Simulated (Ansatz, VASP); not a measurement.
**ZrAlPd3 in VASP and in Ansatz**

```xyz
5
Lattice="4.5011 0.0000 0.0000 0.0000 4.5011 0.0000 0.0000 0.0000 4.5011" Properties=species:S:1:pos:R:3 pbc="T T T"
Zr    0.0000    0.0000    0.0000
Al    2.2506    2.2506    2.2506
Pd    0.0000    2.2506    2.2506
Pd    2.2506    0.0000    2.2506
Pd    2.2506    2.2506    0.0000
```

Alike in both runs: functional r2SCAN; k mesh 4 × 4 × 4; occupations gaussian, width 0.1 eV; no spin polarisation.

Ansatz relaxed the structure, and its values are those at the end. VASP's run is a single point on that final structure, the one shown.

|  | VASP | Ansatz |
| --- | --- | --- |
| version | VASP 6.6.1 | Ansatz 0.2.0 |
| potentials or method | VASP PAW PBE potentials, release 64 (Zr_sv, Al, Pd), cutoff 520 eV | scalar-relativistic, plane waves, PAW |
| valence electrons in the cell | 45 | 69 |

```csv
,VASP,Ansatz,Ansatz less VASP
gap on the k mesh at the Fermi level (eV),none,none,-
pressure (GPa),0.2,0.0,-0.21
```

VASP's potentials were made for PBE, not for r2SCAN. A gap of «none» marks a metal or a gap that the smearing closes. With one functional, cell and mesh, what is left measures potentials, basis and numerics. VASP's potentials hold 45 valence electrons a cell and Ansatz's 69, so a difference there can come from the potentials and not from the codes.
